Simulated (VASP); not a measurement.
A run of VASP 6.6.1 is set up as follows.

File POSCAR:

```
Mg
1.0
   -1.8236691672      1.8236691672      1.6681325125
    1.8236691672     -1.8236691672      1.6681325125
    1.8236691672      1.8236691672     -1.6681325125
Mg
1
Direct
    0.0000000000      0.0000000000      0.0000000000
```

The input INCAR.step1:

```
PREC     = Accurate       # precision mode
ENCUT    = 520            # plane-wave cutoff, eV
ISMEAR   = 0              # smearing method
SIGMA    = 0.01           # smearing width, eV
LREAL    = F              # projectors in reciprocal space
LASPH    = T              # aspherical terms in the spheres
NELM     = 80             # most SCF steps
NBANDS   = 7              # bands
GGA      = PE             # functional
ALGO     = Normal         # electronic algorithm
EDIFF    = 1E-4           # SCF threshold, eV
LWAVE    = T              # write WAVECAR
LCHARG   = F              # write CHGCAR
```

Contents of INCAR.step2:

```
PREC     = Accurate       # precision mode
ENCUT    = 520            # plane-wave cutoff, eV
EDIFF    = 1E-6           # SCF threshold, eV
ISMEAR   = 0              # smearing method
SIGMA    = 0.01           # smearing width, eV
LREAL    = F              # projectors in reciprocal space
LASPH    = T              # aspherical terms in the spheres
NELM     = 80             # most SCF steps
ALGO     = Normal         # electronic algorithm
ISIF     = 2              # what is computed and relaxed
LWAVE    = F              # write WAVECAR
LCHARG   = F              # write CHGCAR
METAGGA  = R2SCAN         # meta-GGA
LMIXTAU  = T            
NBANDS   = 7              # bands
ISTART   = 1
```

Contents of KPOINTS:

```
regular mesh
0
Gamma
  11 11 11
```

Potentials or basis: VASP PAW PBE potentials, release 64 (Mg).

Command:

```console
$ cat potpaw_PBE.64/Mg/POTCAR > POTCAR
$ cp INCAR.step1 INCAR
$ mpirun -np 1 vasp_std > vasp.out
$ cp INCAR.step2 INCAR
$ mpirun -np 1 vasp_std > vasp.out
```

**Question.** Estimate the band gap on the k mesh.

**Answer.** Zero (bands 1 and 2 overlap by 4.44 eV).

**Question.** Estimate the pressure.

**Answer.** 0.5 GPa.

Stress tensor (GPa, compression positive):
```
-0.26  0.00  0.00
 0.00 -0.26  0.00
 0.00  0.00  1.94
```

Caveat: the PAW data sets were made with another functional, which shifts forces and pressure a little.
